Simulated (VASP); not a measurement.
# NaF (Fm-3m) in VASP: further runs

NaF is run at these levels: LDA, r2SCAN, HSE06; tasks: relaxation of cell and atoms, single point.

All numbers are computed with VASP 6.6.1; they aren't measurements. Logs are shortened: lines on timing, memory, paths and dates and some standing lists are left out, and cuts for length are marked.

### Step 1. The cell of the first run

It takes space group Fm-3m (No. 225, cubic). Conventional cell: a = 4.700 Å, b = 4.700 Å, c = 4.700 Å, α = 90.00°, β = 90.00°, γ = 90.00°. Within 3.1 Å of Na (site symmetry m-3m) lie 6 F at 2.35 Å. Within 3.1 Å of F (site symmetry m-3m) lie 6 Na at 2.35 Å.

### Step 2. Relaxation of cell and atoms, LDA

Input file INCAR:

```
SYSTEM = NaF
PREC     = Accurate       ! precision mode
ENCUT    = 600            ! plane-wave cutoff, eV
EDIFF    = 1E-7           ! SCF threshold, eV
ISMEAR   = -1             ! smearing method
SIGMA    = 0.02           ! smearing width, eV
LREAL    = .False.        ! projectors in reciprocal space
LASPH    = .True.         ! aspherical terms in the spheres
NELM     = 100            ! most SCF steps
ALGO     = Normal         ! electronic algorithm
ISIF     = 3              ! what is computed and relaxed
LWAVE    = .False.        ! write WAVECAR
LCHARG   = .False.        ! write CHGCAR
GGA      = CA             ! functional
IBRION   = 2              ! ionic algorithm
NSW      = 80             ! ionic steps
EDIFFG   = -0.005         ! ionic threshold
```

Input file KPOINTS:

```
regular mesh
0
Gamma
  8 8 8
  0 0 0
```

Input file POSCAR:

```
NaF
1.0
    0.0000000000      2.3499911958      2.3499911958
    2.3499911958      0.0000000000      2.3499911958
    2.3499911958      2.3499911958      0.0000000000
Na F
1 1
Direct
    0.0000000000      0.0000000000      0.0000000000
    0.5000000000      0.5000000000      0.5000000000
```

Potentials or basis: VASP PAW LDA potentials, release 64 (Na_pv, F).

On the command line:

```sh
$ cat potpaw_LDA.64/Na_pv/POTCAR potpaw_LDA.64/F/POTCAR > POTCAR
$ mpirun -np 1 vasp_std > vasp.out
```

OUTCAR:

```text
SYSTEM = NaF
   PREC = Accurate
   ENCUT = 600
   EDIFF = 1E-7
   ISMEAR = -1
   LREAL = .False.
   LASPH = .True.
   NELM = 100
   ISIF = 3
   GGA = CA
   IBRION = 2
   NSW = 80
   EDIFFG = -0.005

 ion  position               nearest neighbor table
   1  0.000  0.000  0.000-
   2  0.500  0.500  0.500-

  LATTYP: Found a face centered cubic cell.
 ALAT       =     4.6999823916

  Lattice vectors:

 A1 = (   0.0000000000,   2.3499911958,   2.3499911958)
 A2 = (   2.3499911958,   0.0000000000,   2.3499911958)
 A3 = (   2.3499911958,   2.3499911958,   0.0000000000)

Analysis of symmetry for initial positions (statically):
=====================================================================
 Subroutine PRICEL returns:
 Original cell was already a primitive cell.

 Routine SETGRP: Setting up the symmetry group for a
 face centered cubic supercell.

 Subroutine GETGRP returns: Found 48 space group operations
 (whereof 48 operations were pure point group operations)
 out of a pool of 48 trial point group operations.

The static configuration has the point symmetry O_h .

Analysis of symmetry for dynamics (positions and initial velocities):
=====================================================================
 Subroutine PRICEL returns:
 Original cell was already a primitive cell.

 Routine SETGRP: Setting up the symmetry group for a
 face centered cubic supercell.

 Subroutine GETGRP returns: Found 48 space group operations
 (whereof 48 operations were pure point group operations)
 out of a pool of 48 trial point group operations.

The dynamic configuration has the point symmetry O_h .

 Subroutine INISYM returns: Found 48 space group operations
 (whereof 48 operations are pure point group operations),
 and found     1 'primitive' translations

----------------------------------------------------------------------------------------

                                     Primitive cell

  volume of cell :      25.9555

  direct lattice vectors                    reciprocal lattice vectors
     0.000000000  2.349991196  2.349991196    -0.212766755  0.212766755  0.212766755
     2.349991196  0.000000000  2.349991196     0.212766755 -0.212766755  0.212766755
     2.349991196  2.349991196  0.000000000     0.212766755  0.212766755 -0.212766755

  length of vectors
     3.323389421  3.323389421  3.323389421     0.368522829  0.368522829  0.368522829

  position of ions in fractional coordinates (direct lattice)
     0.000000000  0.000000000  0.000000000
     0.500000000  0.500000000  0.500000000

  ion indices of the primitive-cell ions
   primitive index   ion index
                 1           1
                 2           2

----------------------------------------------------------------------------------------

 KPOINTS: regular mesh

Automatic generation of k-mesh.
 Grid dimensions read from file:
 generate k-points for:    8    8    8

 Generating k-lattice:

  Cartesian coordinates                     Fractional coordinates (reciprocal lattice)
    -0.026595844  0.026595844  0.026595844     0.125000000  0.000000000  0.000000000
     0.026595844 -0.026595844  0.026595844     0.000000000  0.125000000  0.000000000
     0.026595844  0.026595844 -0.026595844     0.000000000  0.000000000  0.125000000

  Length of vectors
     0.046065354  0.046065354  0.046065354

  Shift w.r.t. Gamma in fractional coordinates (k-lattice)
     0.000000000  0.000000000  0.000000000

 Subroutine IBZKPT returns following result:
 ===========================================

 Found     29 irreducible k-points:

 Following reciprocal coordinates:
            Coordinates               Weight
  0.000000  0.000000  0.000000      1.000000
  0.125000  0.000000  0.000000      8.000000
  0.250000  0.000000  0.000000      8.000000
  0.375000  0.000000  0.000000      8.000000
  0.500000  0.000000  0.000000      4.000000
  0.125000  0.125000  0.000000      6.000000
[... 16 lines left out ...]
  0.500000  0.250000  0.125000     48.000000
 -0.375000  0.250000  0.125000     24.000000
 [... further k-points ...]
   k-points           NKPTS =     29   k-points in BZ     NKDIM =     29   number of bands    NBANDS=     11
   number of dos      NEDOS =    301   number of ions     NIONS =      2
   total plane-waves  NPLWV =  21952
   dimension x,y,z NGX =    28 NGY =   28 NGZ =   28
   dimension x,y,z NGXF=    56 NGYF=   56 NGZF=   56
   ions per type =               1   1
   NGX,Y,Z   is equivalent  to a cutoff of  14.01, 14.01, 14.01 a.u.
   NGXF,Y,Z  is equivalent  to a cutoff of  28.01, 28.01, 28.01 a.u.
 SYSTEM =  NaF
   PREC   = accura    normal or accurate (medium, high low for compatibility)
   ISTART =      0    job   : 0-new  1-cont  2-samecut
   ICHARG =      2    charge: 1-file 2-atom 10-const
   ISPIN  =      1    spin polarized calculation?
   LNONCOLLINEAR =      F non collinear calculations
   LSORBIT =      F    spin-orbit coupling
   LASPH  =      T    aspherical Exc in radial PAW
   ENCUT  =  600.0 eV  44.10 Ry    6.64 a.u.   6.64  6.64  6.64*2*pi/ulx,y,z
   NELM   =    100;   NELMIN=  2; NELMDL= -5     # of ELM steps
   EDIFF  = 0.1E-06   stopping-criterion for ELM
   LREAL  =      F    real-space projection
   EDIFFG = -.5E-02   stopping-criterion for IOM
   NSW    =     80    number of steps for IOM
   IBRION =      2    ionic relax: 0-MD 1-quasi-New 2-CG
   NFREE  =      1    steps in history (QN), initial steepest desc. (CG)
   ISIF   =      3    stress and relaxation
   ISYM   =      2    0-nonsym 1-usesym 2-fastsym
   POTIM  = 0.5000    time-step for ionic-motion
   TEBEG  =    0.0;   TEEND  =   0.0 temperature during run
   PSTRESS=    0.0 pullay stress
   NELECT =      14.0000    total number of electrons
   NUPDOWN=      -1.0000    fix difference up-down
   EMIN   =  10.00;   EMAX   =-10.00  energy-range for DOS
   EFERMI =   0.00;   METHOD = LEGACY
   ISMEAR =    -1;   SIGMA  =   0.02  broadening in eV -4-tet -1-fermi 0-gaus
   EFERMI_NEDOS =   21; number of points for ismear=-14 and -15
   IALGO  =     38    algorithm
   IMIX   =      4    mixing-type and parameters
     AMIX     =   0.40;   BMIX     =  1.00
     AMIX_MAG =   1.60;   BMIX_MAG =  1.00
  volume/ion in A,a.u.               =      12.98        87.58
  Fermi-wavevector in a.u.,A,eV,Ry     =   1.332625  2.518296 24.162440  1.775889
  Thomas-Fermi vector in A             =   2.461545
   LORBIT       =      0    0 simple, 1 ext, 2 COOP (PROOUT), +10 PAW based schemes
   GGA     = CA    functional components
   LHFCALC =     F    Hartree Fock is set to
   AEXX    =    0.0000 exact exchange contribution
   IVDW    =     0    specifies the selected vdW correction
   LEPSILON=     F    determine dielectric tensor
   LRPA    =     F    only Hartree local field effects (RPA)
 conjugate gradient relaxation of ions
 non-spin polarized calculation
  energy-cutoff  :      600.00
  volume of cell :       25.96
 maximum number of plane-waves:       893
   NGX = 13   NGY = 13   NGZ = 13

--------------------------------------- Ionic step        1  -------------------------------------------

 number of electron      14.0000001 magnetization

 Free energy of the ion-electron system (eV)
  ---------------------------------------------------
  ext. energy  EPLUGINS =         0.00000000
  ---------------------------------------------------
  free energy    TOTEN  =        -9.27373539 eV

  energy without entropy =       -9.27373539  energy(sigma->0) =       -9.27373539

 E-fermi :  -2.2773     XC(G=0):  -9.7325

 val. band max:       -2.6916012232   @ k =   0.0000   0.0000   0.0000
 cond. band min:       3.0491983422   @ k =   0.0000   0.0000   0.0000
 fundamental gap:      5.7407995655
 Fermi energy:        -2.2773475607

 k-point     1 :       0.0000    0.0000    0.0000
  band No.  band energies     occupation
      1     -21.5754      2.00000
      2     -21.5754      2.00000
      3     -21.5754      2.00000
      4     -21.3811      2.00000
      5      -2.6916      2.00000
      6      -2.6916      2.00000
      7      -2.6916      2.00000
      8       3.0492      0.00000
      9      15.5534      0.00000
     10      15.5534      0.00000
     11      15.5534      0.00000
[... 768 lines left out ...]
  FREE ENERGIE OF THE ION-ELECTRON SYSTEM (eV)
  ---------------------------------------------------
  free  energy   TOTEN  =        -9.3427998868 eV

  energy  without entropy=       -9.3427998868  energy(sigma->0) =       -9.34279989

[... ionic steps 4 to 13 ...]

--------------------------------------- Ionic step       14  -------------------------------------------

 number of electron      14.0000002 magnetization

------------------------ aborting loop because EDIFF is reached ----------------------------------------

  FORCE on cell =-STRESS in cart. coord.  units (eV):
  Direction    XX          YY          ZZ          XY          YZ          ZX
  --------------------------------------------------------------------------------------
  -------------------------------------------------------------------------------------
  Total       -0.0123581     -0.0123581     -0.0123581      0.0000000      0.0000000     -0.0000000
  in kB       -0.8695720     -0.8695720     -0.8695720      0.0000000      0.0000000     -0.0000000
  external PRESSURE =      -0.8695720 kB  Pullay stress =       0.0000000 kB
[... 57 lines left out ...]
  energy  without entropy=       -9.3429337522  energy(sigma->0) =       -9.34293375

--------------------------------------- Ionic step       16  -------------------------------------------

 number of electron      14.0000002 magnetization

 Free energy of the ion-electron system (eV)
  ---------------------------------------------------
  ext. energy  EPLUGINS =         0.00000000
  ---------------------------------------------------
  free energy    TOTEN  =        -9.34293921 eV

  energy without entropy =       -9.34293921  energy(sigma->0) =       -9.34293921

 E-fermi :  -1.6331     XC(G=0): -10.4002

 val. band max:       -2.1012768427   @ k =   0.0000   0.0000   0.0000
 cond. band min:       4.3580334768   @ k =   0.0000   0.0000   0.0000
 fundamental gap:      6.4593103195
 Fermi energy:        -1.6330945823

 k-point     1 :       0.0000    0.0000    0.0000
  band No.  band energies     occupation
      1     -21.0281      2.00000
      2     -20.6093      2.00000
      3     -20.6093      2.00000
      4     -20.6093      2.00000
      5      -2.1013      2.00000
      6      -2.1013      2.00000
      7      -2.1013      2.00000
      8       4.3580      0.00000
      9      17.0560      0.00000
     10      17.0560      0.00000
     11      17.0560      0.00000
[... 351 lines left out ...]
  FREE ENERGIE OF THE ION-ELECTRON SYSTEM (eV)
  ---------------------------------------------------
  free  energy   TOTEN  =        -9.3429392150 eV

  energy  without entropy=       -9.3429392150  energy(sigma->0) =       -9.34293921

 reached required accuracy - stopping structural energy minimisation
```

Run time: 57 s. Hardware: 1 thread of Intel Xeon 6975P-C, shared host; peak memory 0.14 GiB.

What came out:

```yaml
Free_energy: -9.3429 eV
Relaxed_volume: 11.37 Å³/atom
Relaxed_cell: a = 3.180 Å, b = 3.180 Å, c = 3.180 Å, α = 60.00°, β = 60.00°, γ = 60.00°
Space_group_after_relaxing_to_0.05_Å: Fm-3m (No. 225)
Energy_gained_by_relaxing: 34.6 meV/atom
Ionic_steps: 16
Pressure_after_relaxing: 0.0 GPa
Band_gap_on_the_k_mesh: 6.46 eV, direct
```

Step by step:
```csv
step,energy change (eV),largest force (eV/Å),pressure (GPa),volume (Å³)
1,0.0000,0.0000,-6.03,25.96
2,-0.0535,0.0000,-3.33,24.16
3,-0.0691,0.0000,-0.36,22.86
4,-0.0692,0.0000,0.07,22.72
5,-0.0692,0.0000,-0.14,22.78
6,-0.0692,0.0000,-0.13,22.78
7,-0.0692,0.0000,-0.11,22.78
8,-0.0692,0.0000,-0.12,22.78
9,-0.0692,0.0000,-0.12,22.78
10,-0.0692,0.0000,-0.12,22.78
11,-0.0692,0.0000,-0.12,22.78
12,-0.0692,0.0000,-0.12,22.77
13,-0.0692,0.0000,-0.11,22.77
14,-0.0692,0.0000,-0.09,22.77
15,-0.0692,0.0000,-0.07,22.76
16,-0.0692,0.0000,-0.02,22.75
```

Final structure:
```
CELL_PARAMETERS angstrom
0.00000 2.24895 2.24895
2.24895 0.00000 2.24895
2.24895 2.24895 0.00000
ATOMIC_POSITIONS crystal
Na 0.00000 0.00000 0.00000
F 0.50000 0.50000 0.50000
```

Expect the measured gap to be larger: semilocal functionals such as LDA lack the derivative discontinuity.

(Continued in part 2 of 2.)
